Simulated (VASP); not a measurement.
A run of VASP 6.6.1 is set up as follows.

The input INCAR:

```
SYSTEM = Pb
PREC = Accurate
ENCUT = 520
EDIFF = 1E-6
ISMEAR = 0
SIGMA = 0.026000000000000002
LREAL = .FALSE.
LASPH = .TRUE.
NELM = 100
ALGO = Fast
ISIF = 2
LWAVE = .FALSE.
LCHARG = .TRUE.
GGA = PE
LELF = .TRUE.
LVHAR = .TRUE.
NBANDS = 13
```

KPOINTS

```
regular mesh
0
G
  9 9 9
  0 0 0
```

The input POSCAR:

```
Pb
1.0
   -1.9796595667      1.9796595667      1.9796595667
    1.9796595667     -1.9796595667      1.9796595667
    1.9796595667      1.9796595667     -1.9796595667
Pb
1
Direct
    0.0000000000      0.0000000000      0.0000000000
```

Potentials or basis: VASP PAW PBE potentials, release 64 (Pb_d).

Command:

```console
$ cat potpaw_PBE.64/Pb_d/POTCAR > POTCAR
$ mpirun -np 1 vasp_std > vasp.out
```

Estimate the band gap on the k mesh.

zero (band 7 reaches 14.46 eV, above the bottom of band 8 at 5.02 eV).

Estimate the pressure.

0.7 GPa.

Caveat: spin-orbit coupling is left out, which moves the levels of the heavy elements.
